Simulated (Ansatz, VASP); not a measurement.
**F: VASP beside Ansatz**

The input INCAR:

```
PREC = Accurate ; ENCUT = 520
EDIFF = 1E-6 ; ISMEAR = 0
SIGMA = 0.05 ; LREAL = F
LASPH = T ; NELM = 60
ALGO = Normal ; ISIF = 2
LWAVE = F ; LCHARG = F
GGA = PS ; NBANDS = 22
```

Contents of KPOINTS:

```
regular mesh
0
Gamma
  4 4 2
```

POSCAR

```
F
1.0
    3.0176191549     -1.7623505236     -0.2327448218
    3.0176191549      1.7623505236     -0.2327448218
   -2.2606318527      0.0000000000      7.0542566572
F
4
Direct
    0.0848459664      0.0848459664      0.0940038325
    0.9151540336      0.9151540336      0.9059961675
    0.5015719855      0.5015719855      0.5937195244
    0.4984280145      0.4984280145      0.4062804756
```

Input for Ansatz:

```yaml
crystal:
  lattice:
    - [3.0176191549, -1.7623505236, -0.2327448218]
    - [3.0176191549, 1.7623505236, -0.2327448218]
    - [-2.2606318527, 0.0, 7.0542566572]
  atoms:
    - { symbol: F, position: [0.0848459664, 0.0848459664, 0.0940038325] }
    - { symbol: F, position: [0.9151540336, 0.9151540336, 0.9059961675] }
    - { symbol: F, position: [0.5015719855, 0.5015719855, 0.5937195244] }
    - { symbol: F, position: [0.4984280145, 0.4984280145, 0.4062804756] }
basis:
  ecutwfc: 520.0
kpoints:
  mp_grid: { grid: [4, 4, 2] }
hamiltonian:
  xc: pbesol
scf:
  occupations: { method: gaussian, width: 0.05 }
output:
  forces: true
  stress: true
  eigenvalues: true
```

Change from the starting cell: volume 18.294 Å^3 an atom, stretch along a over the lengths across it, relative to the relaxed cell 0.9841.

Alike in both runs: task single point; functional PBEsol; k mesh 4 × 4 × 2; occupations gaussian, width 0.05 eV; no spin polarisation.

```csv
,VASP,Ansatz
version,VASP 6.6.1,Ansatz 0.2.0
potentials or method,"VASP PAW PBE potentials, release 64 (F), cutoff 520 eV","scalar-relativistic, plane waves, PAW"
valence electrons in the cell,28,28
```

VASP gave:

| Quantity | Value |
| --- | --- |
| gap on the k mesh at the Fermi level (eV) | 3.20 |
| least direct gap on the mesh (eV) | 3.29 |
| pressure (GPa) | 2.0 |
| traceless stress, the component that is largest in VASP (GPa) | 3.93 |
| rms of the force components (eV/Å) | 0.691 |

Problem. Which values does Ansatz return?

Solution. gap on the k mesh at the Fermi level (eV): 3.28; least direct gap on the mesh (eV): 3.37; pressure (GPa): 1.5; traceless stress, the component that is largest in VASP (GPa): 2.37; rms of the force components (eV/Å): 0.417.

VASP's potentials were made for PBE, not for PBEsol. Atom by atom the forces differ by 0.273 eV/Å (rms over components). With one functional, cell and mesh, what is left measures potentials, basis and numerics.

The k mesh is coarse, so the values compare programs but aren't converged.
